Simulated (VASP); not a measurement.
Here is a VASP 6.6.1 calculation.

Contents of INCAR:

```
SYSTEM = NiO
PREC = Accurate
ENCUT = 520
EDIFF = 1E-6
ISMEAR = -1
SIGMA = 0.05
LREAL = .False.
LASPH = .True.
NELM = 150
ALGO = Normal
ISIF = 2
LWAVE = .False.
LCHARG = .True.
ISPIN = 2
MAGMOM = 1 0
LORBIT = 11
LMAXMIX = 4
GGA = PE
LELF = .True.
LVHAR = .True.
NBANDS = 19
```

KPOINTS

```
regular mesh
0
Gamma
  11 11 11
  0 0 0
```

The input POSCAR:

```
NiO
1.0
    2.5046153800      0.0000000000      0.0000000000
    0.0000000000      2.5046153800      0.0000000000
    0.0000000000      0.0000000000      2.5046153800
Ni O
1 1
Direct
    0.0000000000      0.0000000000      0.0000000000
    0.5000000000      0.5000000000      0.5000000000
```

Potentials or basis: VASP PAW PBE potentials, release 64 (Ni, O).

The run is started by

```bash
$ cat potpaw_PBE.64/Ni/POTCAR potpaw_PBE.64/O/POTCAR > POTCAR
$ mpirun -np 1 vasp_std > vasp.out
```

Q: What does it give for the pressure?

A: 25.2 GPa.

Q: Predict the net moment.

A: 0.77 μB per cell.

Q: What does it give for the site moments?

A: Ni +0.59; O +0.16 μB.

Caveat: a cell with one magnetic atom can't hold antiferromagnetic order, which such compounds often take.
